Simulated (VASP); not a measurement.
Here is a VASP 6.6.1 calculation.

INCAR

```
SYSTEM = Zr
ALGO     = Normal         ! electronic algorithm
EDIFF    = 1E-6           ! SCF threshold, eV
ENCUT    = 520            ! plane-wave cutoff, eV
GGA      = PE             ! functional
ISIF     = 2              ! what is computed and relaxed
ISMEAR   = 0              ! smearing method
LASPH    = .TRUE.         ! aspherical terms in the spheres
LCHARG   = .TRUE.         ! write CHGCAR
LELF     = .TRUE.         ! ELF
LREAL    = .FALSE.        ! projectors in reciprocal space
LVHAR    = .TRUE.       
LWAVE    = .FALSE.        ! write WAVECAR
NBANDS   = 12             ! bands
NELM     = 100            ! most SCF steps
PREC     = Accurate       ! precision mode
SIGMA    = 0.15           ! smearing width, eV
```

File KPOINTS:

```
k-points
0
G
  18 18 18
  0 0 0
```

POSCAR

```
Zr
1.0
    0.0000000000      2.1197000000      2.2550000000
    2.2550000000      0.0000000000      2.2550000000
    2.2550000000      2.1197000000      0.0000000000
Zr
1
Direct
    0.0000000000      0.0000000000      0.0000000000
```

Potentials or basis: VASP PAW PBE potentials, release 64 (Zr_sv).

Launch:

```console
$ cat potpaw_PBE.64/Zr_sv/POTCAR > POTCAR
$ mpirun -np 1 vasp_std > vasp.out
```

**Question.** Estimate the band gap on the k mesh.

**Answer.** Zero (bands 6 and 7 overlap by 1.60 eV).

**Question.** Estimate the pressure.

**Answer.** 7.4 GPa.

Stress tensor (GPa, compression positive):
```
6.83 0.00 0.00
0.00 8.57 0.00
0.00 0.00 6.83
```

Caveat: the cell differs from its parent crystal (strain -0.0600 x Voigt [0, 1, 0, 0, 0, 0]); the cell stands under pressure.
